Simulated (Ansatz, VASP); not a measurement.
## Nb2Br3 in VASP and in Ansatz

```
CELL_PARAMETERS angstrom
4.16585 0.00000 0.00000
-2.08292 3.60773 0.00000
0.00000 0.00000 9.08855
ATOMIC_POSITIONS crystal
Nb 0.33333 0.66667 0.10188
Nb 0.66667 0.33333 0.89812
Br 0.00000 0.00000 0.00000
Br 0.33333 0.66667 0.70668
Br 0.66667 0.33333 0.29332
```

Alike in both runs: functional PBE; k mesh 12 × 12 × 4; occupations gaussian, width 0.1 eV; no spin polarisation.

Ansatz relaxed the structure, and its values are those at the end. VASP's run is a single point on that final structure, the one shown.

```csv
,VASP,Ansatz
version,VASP 6.6.1,Ansatz 0.2.0
potentials or method,"VASP PAW PBE potentials, release 64 (Nb_sv, Br), cutoff 520 eV","scalar-relativistic, plane waves, PAW"
valence electrons in the cell,47,47
```

VASP gave:

* gap on the k mesh at the Fermi level (eV): none
* pressure (GPa): -0.1
* rms of the force components (eV/Å): 0.003

Problem. What did Ansatz give for the same quantities?

Solution. gap on the k mesh at the Fermi level (eV): none; pressure (GPa): 0.0; rms of the force components (eV/Å): 0.001.

A gap of «none» marks a metal or a gap that the smearing closes.
